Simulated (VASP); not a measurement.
# BaSc4 (Pm-3m) in VASP: a series of runs

BaSc4 is run at these levels: PBE; tasks: single point, relaxation of cell and atoms.

All numbers are computed with VASP 6.6.1; they aren't measurements. Logs are shortened: lines on timing, memory, paths and dates and some standing lists are left out, and cuts for length are marked.

## Step 1: The cell of the first run

Symmetry: Pm-3m, No. 221, cubic system. The conventional cell has a = 5.503 Å, b = 5.503 Å, c = 5.503 Å, α = 90.00°, β = 90.00°, γ = 90.00°. Within 5.1 Å of Ba (site symmetry m-3m) lie 20 Sc at 3.89 to 4.77 Å. Sc (site symmetry 4/mmm) has 2 Sc at 2.75 Å within 3.6 Å. Within 3.6 Å of Sc (site symmetry m-3m) lie 6 Sc at 2.75 Å.

## Step 2: Single point, PBE

INCAR reads:

```
SYSTEM = BaSc4
ALGO = Normal
EDIFF = 1E-6
ENCUT = 520
GGA = PE
ISIF = 2
ISMEAR = 0
LASPH = .True.
LCHARG = .False.
LREAL = .False.
LWAVE = .False.
NBANDS = 35
NELM = 100
PREC = Accurate
SIGMA = 0.1
```

KPOINTS reads:

```
k-points
0
Gamma
  8 8 8
  0 0 0
```

POSCAR reads:

```
BaSc4
1.0
    5.5031324379      0.0000000000      0.0000000000
    0.0000000000      5.5031324379      0.0000000000
    0.0000000000      0.0000000000      5.5031324379
Ba Sc
1 4
Direct
    0.0000000000      0.0000000000      0.0000000000
    0.0000000000      0.5000000000      0.5000000000
    0.5000000000      0.0000000000      0.5000000000
    0.5000000000      0.5000000000      0.0000000000
    0.5000000000      0.5000000000      0.5000000000
```

Potentials or basis: VASP PAW PBE potentials, release 64 (Ba_sv, Sc_sv).

The run is started by

```
> cat potpaw_PBE.64/Ba_sv/POTCAR potpaw_PBE.64/Sc_sv/POTCAR > POTCAR
> mpirun -np 1 vasp_std > vasp.out
```

OUTCAR:

```text
SYSTEM = BaSc4
   EDIFF = 1E-6
   ENCUT = 520
   GGA = PE
   ISIF = 2
   ISMEAR = 0
   LASPH = .True.
   LREAL = .False.
   NELM = 100
   PREC = Accurate

 ion  position               nearest neighbor table
   1  0.000  0.000  0.000-   2 3.89   3 3.89   4 3.89   2 3.89   3 3.89   2 3.89   4 3.89   2 3.89
                             3 3.89   4 3.89   3 3.89   4 3.89
   2  0.000  0.500  0.500-   5 2.75   5 2.75   1 3.89   1 3.89   1 3.89   1 3.89
   3  0.500  0.000  0.500-   5 2.75   5 2.75   1 3.89   1 3.89   1 3.89   1 3.89
   4  0.500  0.500  0.000-   5 2.75   5 2.75   1 3.89   1 3.89   1 3.89   1 3.89
   5  0.500  0.500  0.500-   2 2.75   3 2.75   4 2.75   4 2.75   3 2.75   2 2.75

  LATTYP: Found a simple cubic cell.
 ALAT       =     5.5031324379

  Lattice vectors:

 A1 = (   5.5031324379,   0.0000000000,   0.0000000000)
 A2 = (   0.0000000000,   5.5031324379,   0.0000000000)
 A3 = (   0.0000000000,   0.0000000000,   5.5031324379)

Analysis of symmetry for initial positions (statically):
=====================================================================
 Subroutine PRICEL returns:
 Original cell was already a primitive cell.

 Routine SETGRP: Setting up the symmetry group for a
 simple cubic supercell.

 Subroutine GETGRP returns: Found 48 space group operations
 (whereof 48 operations were pure point group operations)
 out of a pool of 48 trial point group operations.

The static configuration has the point symmetry O_h .

Analysis of symmetry for dynamics (positions and initial velocities):
=====================================================================
 Subroutine PRICEL returns:
 Original cell was already a primitive cell.

 Routine SETGRP: Setting up the symmetry group for a
 simple cubic supercell.

 Subroutine GETGRP returns: Found 48 space group operations
 (whereof 48 operations were pure point group operations)
 out of a pool of 48 trial point group operations.

The dynamic configuration has the point symmetry O_h .

 Subroutine INISYM returns: Found 48 space group operations
 (whereof 48 operations are pure point group operations),
 and found     1 'primitive' translations

----------------------------------------------------------------------------------------

                                     Primitive cell

  volume of cell :     166.6594

  direct lattice vectors                    reciprocal lattice vectors
     5.503132438  0.000000000  0.000000000     0.181714689  0.000000000  0.000000000
     0.000000000  5.503132438  0.000000000     0.000000000  0.181714689  0.000000000
     0.000000000  0.000000000  5.503132438     0.000000000  0.000000000  0.181714689

  length of vectors
     5.503132438  5.503132438  5.503132438     0.181714689  0.181714689  0.181714689

  position of ions in fractional coordinates (direct lattice)
     0.000000000  0.000000000  0.000000000
     0.000000000  0.500000000  0.500000000
     0.500000000  0.000000000  0.500000000
     0.500000000  0.500000000  0.000000000
     0.500000000  0.500000000  0.500000000

  ion indices of the primitive-cell ions
   primitive index   ion index
                 1           1
                 2           2
                 3           3
                 4           4
                 5           5

----------------------------------------------------------------------------------------

 KPOINTS: k-points

Automatic generation of k-mesh.
 Grid dimensions read from file:
 generate k-points for:    8    8    8

 Generating k-lattice:

  Cartesian coordinates                     Fractional coordinates (reciprocal lattice)
     0.022714336  0.000000000  0.000000000     0.125000000  0.000000000  0.000000000
     0.000000000  0.022714336  0.000000000     0.000000000  0.125000000  0.000000000
     0.000000000  0.000000000  0.022714336     0.000000000  0.000000000  0.125000000

  Length of vectors
     0.022714336  0.022714336  0.022714336

  Shift w.r.t. Gamma in fractional coordinates (k-lattice)
     0.000000000  0.000000000  0.000000000

 Subroutine IBZKPT returns following result:
 ===========================================

 Found     35 irreducible k-points:

 Following reciprocal coordinates:
            Coordinates               Weight
  0.000000  0.000000  0.000000      1.000000
  0.125000  0.000000  0.000000      6.000000
  0.250000  0.000000  0.000000      6.000000
  0.375000  0.000000  0.000000      6.000000
  0.500000  0.000000  0.000000      3.000000
  0.125000  0.125000  0.000000     12.000000
[... 16 lines left out ...]
  0.375000  0.375000  0.125000     24.000000
  0.500000  0.375000  0.125000     24.000000
 [... further k-points ...]
   k-points           NKPTS =     35   k-points in BZ     NKDIM =     35   number of bands    NBANDS=     35
   number of dos      NEDOS =    301   number of ions     NIONS =      5
   total plane-waves  NPLWV =  74088
   dimension x,y,z NGX =    42 NGY =   42 NGZ =   42
[... 24 lines left out ...]
   PSTRESS=    0.0 pullay stress
   NELECT =      54.0000    total number of electrons
   NUPDOWN=      -1.0000    fix difference up-down
   EMIN   =  10.00;   EMAX   =-10.00  energy-range for DOS
   EFERMI =   0.00;   METHOD = LEGACY
   ISMEAR =     0;   SIGMA  =   0.10  broadening in eV -4-tet -1-fermi 0-gaus
   EFERMI_NEDOS =   21; number of points for ismear=-14 and -15
   IALGO  =     38    algorithm
   IMIX   =      4    mixing-type and parameters
     AMIX     =   0.40;   BMIX     =  1.00
     AMIX_MAG =   1.60;   BMIX_MAG =  1.00
  volume/ion in A,a.u.               =      33.33       224.93
  Fermi-wavevector in a.u.,A,eV,Ry     =   1.124422  2.124850 17.202193  1.264326
  Thomas-Fermi vector in A             =   2.261094
   LORBIT       =      0    0 simple, 1 ext, 2 COOP (PROOUT), +10 PAW based schemes
   GGA     = PE    functional components
   LHFCALC =     F    Hartree Fock is set to
   AEXX    =    0.0000 exact exchange contribution
   IVDW    =     0    specifies the selected vdW correction
   LEPSILON=     F    determine dielectric tensor
   LRPA    =     F    only Hartree local field effects (RPA)
 non-spin polarized calculation
 Gauss-broadening in eV      SIGMA  =   0.10
  energy-cutoff  :      520.00
  volume of cell :      166.66
 maximum number of plane-waves:      4524
 NGX is ok and might be reduce to    42
   NGX = 21   NGY = 21   NGZ = 21

 number of electron      53.9999995 magnetization

 Free energy of the ion-electron system (eV)
  ---------------------------------------------------
  ext. energy  EPLUGINS =         0.00000000
  ---------------------------------------------------
  free energy    TOTEN  =       -24.11528912 eV

  energy without entropy =      -24.07809237  energy(sigma->0) =      -24.09669074

 E-fermi :   2.4816     XC(G=0):  -8.8159

 val. band max:        2.4508360111   @ k =   0.0000   0.0000   0.0000
 cond. band min:       2.4840696808   @ k =   0.3750   0.1250   0.0000
 fundamental gap:      0.0332336697
 Fermi energy:         2.4815707570

 k-point     1 :       0.0000    0.0000    0.0000
  band No.  band energies     occupation
      1     -47.5635      2.00000
      2     -47.5485      2.00000
      3     -47.5485      2.00000
      4     -46.1766      2.00000
      5     -26.2882      2.00000
      6     -26.2882      2.00000
[... 27 lines left out ...]
     34       3.6300      0.00000
     35       3.6300      0.00000

 k-point     2 :       0.1250    0.0000    0.0000
  band No.  band energies     occupation
      1     -47.5629      2.00000
      2     -47.5487      2.00000
      3     -47.5485      2.00000
      4     -46.1772      2.00000
      5     -26.2867      2.00000
      6     -26.2867      2.00000
[... 27 lines left out ...]
     34       3.6792      0.00000
     35       3.6792      0.00000

 k-point     3 :       0.2500    0.0000    0.0000
  band No.  band energies     occupation
      1     -47.5612      2.00000
      2     -47.5493      2.00000
      3     -47.5485      2.00000
      4     -46.1785      2.00000
      5     -26.2828      2.00000
      6     -26.2828      2.00000
[... 27 lines left out ...]
     34       3.7967      0.00000
     35       3.7967      0.00000
[... 723 lines left out ...]
 k-point    23 :       0.3750    0.3750    0.1250
  band No.  band energies     occupation
      1     -47.5550      2.00000
      2     -47.5503      2.00000
      3     -47.5498      2.00000
      4     -46.1839      2.00000
      5     -26.2501      2.00000
      6     -26.2214      2.00000
[... 27 lines left out ...]
     34       3.8815      0.00000
     35       3.9586      0.00000

 k-point    24 :       0.5000    0.3750    0.1250
  band No.  band energies     occupation
      1     -47.5541      2.00000
      2     -47.5506      2.00000
      3     -47.5500      2.00000
      4     -46.1844      2.00000
      5     -26.2474      2.00000
      6     -26.2217      2.00000
[... 27 lines left out ...]
     34       3.8804      0.00000
     35       4.2541      0.00000

 [... further k-points ...]
[... 5 lines left out ...]
  --------------------------------------------------------------------------------------
  -------------------------------------------------------------------------------------
  Total        0.0972771      0.0972771      0.0972771     -0.0000000      0.0000000      0.0000000
  in kB        0.9351718      0.9351718      0.9351718     -0.0000000      0.0000000      0.0000000
  external PRESSURE =       0.9351718 kB  Pullay stress =       0.0000000 kB

 VOLUME and BASIS-vectors are now :
 -----------------------------------------------------------------------------
  energy-cutoff  :      520.00
  volume of cell :      166.66
      direct lattice vectors                 reciprocal lattice vectors
     5.503132438  0.000000000  0.000000000     0.181714689  0.000000000  0.000000000
     0.000000000  5.503132438  0.000000000     0.000000000  0.181714689  0.000000000
     0.000000000  0.000000000  5.503132438     0.000000000  0.000000000  0.181714689

 POSITION                                       TOTAL-FORCE (eV/Angst)
 -----------------------------------------------------------------------------------
      0.00000      0.00000      0.00000         0.000000      0.000000      0.000000
      0.00000      2.75157      2.75157         0.000000      0.000000      0.000000
      2.75157      0.00000      2.75157         0.000000      0.000000      0.000000
      2.75157      2.75157      0.00000         0.000000      0.000000      0.000000
      2.75157      2.75157      2.75157         0.000000      0.000000      0.000000
 -----------------------------------------------------------------------------------
    total drift:                                0.000000     -0.000000     -0.000000

  FREE ENERGIE OF THE ION-ELECTRON SYSTEM (eV)
  ---------------------------------------------------
  free  energy   TOTEN  =       -24.1152891200 eV

  energy  without entropy=      -24.0780923676  energy(sigma->0) =      -24.09669074
```

Wall time 4.3 min (1 thread of Intel Xeon Platinum 8259CL at 2.50GHz (Skylake/Cascade Lake), shared host); peak memory 0.35 GiB.

What came out:

- Free energy: -24.1153 eV
- Pressure: 0.1 GPa
- Band gap on the k mesh: zero (band 27 reaches 2.55 eV, above the bottom of band 28 at 2.42 eV)

Caveat: spin-orbit coupling is left out, which moves the levels of the heavy elements.

## Step 3: Relaxation of cell and atoms, PBE

This run uses another cell than the first one, of 32.86 Å³/atom, 0.986 times its volume.

INCAR reads:

```
PREC     = Accurate       # precision mode
ENCUT    = 600            # plane-wave cutoff, eV
EDIFF    = 1E-6           # SCF threshold, eV
ISMEAR   = 0              # smearing method
SIGMA    = 0.1            # smearing width, eV
LREAL    = F              # projectors in reciprocal space
LASPH    = T              # aspherical terms in the spheres
NELM     = 100            # most SCF steps
ALGO     = Normal         # electronic algorithm
ISIF     = 3              # what is computed and relaxed
LWAVE    = F              # write WAVECAR
LCHARG   = F              # write CHGCAR
GGA      = PE             # functional
IBRION   = 2              # ionic algorithm
NSW      = 100            # ionic steps
EDIFFG   = -0.01          # ionic threshold
```

KPOINTS reads:

```
regular mesh
0
Gamma
  8 8 8
```

POSCAR: that of step 2 with these lines changed.

```diff
@@ -2,5 +2,5 @@
 1.0
-    5.5031324379      0.0000000000      0.0000000000
-    0.0000000000      5.5031324379      0.0000000000
-    0.0000000000      0.0000000000      5.5031324379
+    5.4770907921      0.0000000000      0.0000000000
+    0.0000000000      5.4770907921      0.0000000000
+    0.0000000000      0.0000000000      5.4770907921
 Ba Sc
```

Potentials or basis: VASP PAW PBE potentials, release 64 (Ba_sv, Sc_sv).

The run is started by

```
> cat potpaw_PBE.64/Ba_sv/POTCAR potpaw_PBE.64/Sc_sv/POTCAR > POTCAR
> mpirun -np 1 vasp_std > vasp.out
```

Wall time 11 min (1 thread of Intel Xeon Platinum 8259CL at 2.50GHz (Skylake/Cascade Lake), shared host); peak memory 0.47 GiB.

It converged, with:

| Item | Value |
| --- | --- |
| Free energy | -24.1159 eV |
| Relaxed volume | 33.46 Å³/atom |
| Relaxed cell | a = 5.510 Å, b = 5.510 Å, c = 5.510 Å, α = 90.00°, β = 90.00°, γ = 90.00° |
| Space group after relaxing (to 0.05 Å) | Pm-3m (No. 221) |
| Energy gained by relaxing | 1.0 meV/atom |
| Ionic steps | 3 |
| Pressure after relaxing | 0.0 GPa |
| Band gap on the k mesh | zero (band 27 reaches 2.53 eV, above the bottom of band 28 at 2.40 eV) |

The path:
```
step  energy change (eV)  largest force (eV/Å)  pressure (GPa)  volume (Å³)
   1              0.0000                0.0000            0.54       164.30
   2             -0.0048                0.0000            0.05       166.97
   3             -0.0048                0.0000            0.00       167.30
```

Final structure:
```
Ba Sc
1.0
     5.51020    0.00000    0.00000
     0.00000    5.51020    0.00000
     0.00000    0.00000    5.51020
Ba Sc
1 4
Direct
  0.00000 0.00000 0.00000
  0.00000 0.50000 0.50000
  0.50000 0.00000 0.50000
  0.50000 0.50000 0.00000
  0.50000 0.50000 0.50000
```

Levels at points of the mesh, in eV from the Fermi level:
| k point | band 24 | band 25 | band 26 | band 27 | band 28 | band 29 | band 30 | band 31 |
| --- | --- | --- | --- | --- | --- | --- | --- | --- |
| (0.00, 0.00, 0.00) | -1.03 | -1.03 | -1.03 | -0.49 | -0.03 | -0.03 | 1.11 | 1.12 |
| (0.50, 0.00, 0.00) | -0.47 | -0.47 | -0.27 | -0.21 | 0.02 | 0.02 | 0.09 | 0.64 |
| (0.50, 0.50, 0.00) | -1.16 | -0.58 | -0.58 | 0.05 | 0.21 | 0.68 | 0.68 | 0.93 |
| (0.50, 0.50, 0.50) | -0.65 | -0.26 | -0.07 | -0.07 | -0.07 | 1.01 | 1.01 | 1.01 |

Caveat: spin-orbit coupling is left out, which moves the levels of the heavy elements.

## Step 4: Single point, PBE

This run uses another cell than the first one, of 32.86 Å³/atom, 0.986 times its volume.

INCAR reads:

```
PREC = Accurate
ENCUT = 520
EDIFF = 1E-7
ISMEAR = 0
SIGMA = 0.1
LREAL = False
LASPH = True
NELM = 100
ALGO = Normal
ISIF = 2
LWAVE = False
LCHARG = True
GGA = PE
LELF = True
LVHAR = True
NBANDS = 35
```

KPOINTS reads:

```
regular mesh
0
Gamma
  4 4 4
```

POSCAR is that of step 3.

The run is started by

```
> cat potpaw_PBE.64/Ba_sv/POTCAR potpaw_PBE.64/Sc_sv/POTCAR > POTCAR
> mpirun -np 1 vasp_std > vasp.out
```

Wall time 1.9 min (1 thread of Intel Xeon Platinum 8259CL at 2.50GHz (Skylake/Cascade Lake), shared host); peak memory 0.27 GiB.

It converged, with:

* Free energy: -24.1288 eV
* Pressure: 0.5 GPa
* Band gap on the k mesh: zero (band 27 reaches 2.61 eV, above the bottom of band 28 at 2.49 eV)

Levels at points of the mesh, in eV from the Fermi level:
| k point | band 24 | band 25 | band 26 | band 27 | band 28 | band 29 | band 30 | band 31 |
| --- | --- | --- | --- | --- | --- | --- | --- | --- |
| (0.00, 0.00, 0.00) | -1.08 | -1.08 | -1.08 | -0.49 | -0.05 | -0.05 | 1.11 | 1.11 |
| (0.50, 0.00, 0.00) | -0.49 | -0.49 | -0.28 | -0.24 | 0.01 | 0.01 | 0.09 | 0.64 |
| (0.50, 0.50, 0.00) | -1.18 | -0.61 | -0.61 | 0.05 | 0.20 | 0.67 | 0.67 | 0.94 |
| (0.50, 0.50, 0.50) | -0.61 | -0.27 | -0.07 | -0.07 | -0.07 | 1.01 | 1.01 | 1.01 |

Caveat: spin-orbit coupling is left out, which moves the levels of the heavy elements.

## Step 5: Relaxation of cell and atoms, PBE

This run uses another cell than the first one, of 22.99 Å³/atom, 0.690 times its volume.

INCAR reads:

```
ALGO = Normal ; EDIFF = 1E-7
EDIFFG = -0.04 ; ENCUT = 600
GGA = PE ; IBRION = 2
ISIF = 3 ; ISMEAR = 0
LASPH = True ; LCHARG = False
LREAL = False ; LWAVE = False
NELM = 100 ; NSW = 90
PREC = Accurate ; SIGMA = 0.1
```

KPOINTS reads:

```
k-points
0
Gamma
  4 4 4
```

POSCAR: that of step 4 with these lines changed.

```diff
@@ -2,5 +2,5 @@
 1.0
-    5.4770907921      0.0000000000      0.0000000000
-    0.0000000000      5.4770907921      0.0000000000
-    0.0000000000      0.0000000000      5.4770907921
+    4.8624251600      0.0000000000      0.0000000000
+    0.0000000000      4.8624251600      0.0000000000
+    0.0000000000      0.0000000000      4.8624251600
 Ba Sc
```

The run is started by

```
> cat potpaw_PBE.64/Ba_sv/POTCAR potpaw_PBE.64/Sc_sv/POTCAR > POTCAR
> mpirun -np 1 vasp_std > vasp.out
```

Run time: 5.8 min. Hardware: 1 thread of Intel Xeon Platinum 8259CL at 2.50GHz (Skylake/Cascade Lake), shared host; peak memory 0.26 GiB.

It converged, with:

* Free energy: -24.1211 eV
* Relaxed volume: 33.36 Å³/atom
* Relaxed cell: a = 5.505 Å, b = 5.505 Å, c = 5.505 Å, α = 90.00°, β = 90.00°, γ = 90.00°
* Space group after relaxing (to 0.05 Å): Pm-3m (No. 221)
* Energy gained by relaxing: 449.1 meV/atom
* Ionic steps: 4
* Pressure after relaxing: 0.0 GPa
* Band gap on the k mesh: zero (band 27 reaches 2.53 eV, above the bottom of band 28 at 2.42 eV)

Step by step:
```
step  energy change (eV)  largest force (eV/Å)  pressure (GPa)  volume (Å³)
   1              0.0000                0.0000           17.84       114.96
   2             -2.2376                0.0000            0.69       163.03
   3             -2.2445                0.0000           -0.24       168.16
   4             -2.2456                0.0000            0.00       166.79
```

Final structure:
```
Ba Sc
1.0
     5.50460    0.00000    0.00000
     0.00000    5.50460    0.00000
     0.00000    0.00000    5.50460
Ba Sc
1 4
Cartesian
  0.0000 0.0000 0.0000
  0.0000 2.7523 2.7523
  2.7523 0.0000 2.7523
  2.7523 2.7523 0.0000
  2.7523 2.7523 2.7523
```

Levels at points of the mesh, in eV from the Fermi level:
```csv
k point,band 24,band 25,band 26,band 27,band 28,band 29,band 30,band 31
"(0.00, 0.00, 0.00)",-1.05,-1.05,-1.05,-0.49,-0.04,-0.04,1.10,1.10
"(0.50, 0.00, 0.00)",-0.48,-0.48,-0.28,-0.23,0.01,0.01,0.08,0.64
"(0.50, 0.50, 0.00)",-1.17,-0.59,-0.59,0.04,0.21,0.67,0.67,0.92
"(0.50, 0.50, 0.50)",-0.65,-0.27,-0.07,-0.07,-0.07,1.00,1.00,1.00
```

Caveat: the volume moved by over 15 % at a fixed basis, so the end points are rough; spin-orbit coupling is left out, which moves the levels of the heavy elements.

## Step 6: Summary

```csv
task,cell,k mesh,cutoff (eV),gap on the mesh (eV),pressure (GPa),relaxed volume (Å³/atom)
single point,"a = 5.503 Å, 5 atoms",8 × 8 × 8,520,none,0.1,-
relaxation of cell and atoms,"relaxed from a = 5.477 Å, 5 atoms",8 × 8 × 8,600,none,0.0,33.46
single point,"a = 5.477 Å, 5 atoms",4 × 4 × 4,520,none,0.5,-
relaxation of cell and atoms,"relaxed from a = 4.862 Å, 5 atoms",4 × 4 × 4,600,none,0.0,33.36
```

Alike in all rows: level PBE; potentials or basis VASP PAW PBE potentials, release 64 (Ba_sv, Sc_sv); no spin polarisation; smearing gaussian 0.1 eV.

Caveats: spin-orbit coupling is left out, which moves the levels of the heavy elements; the volume moved by over 15 % at a fixed basis, so the end points are rough (some runs).

Absolute energies hang on the potentials; compare differences alone.
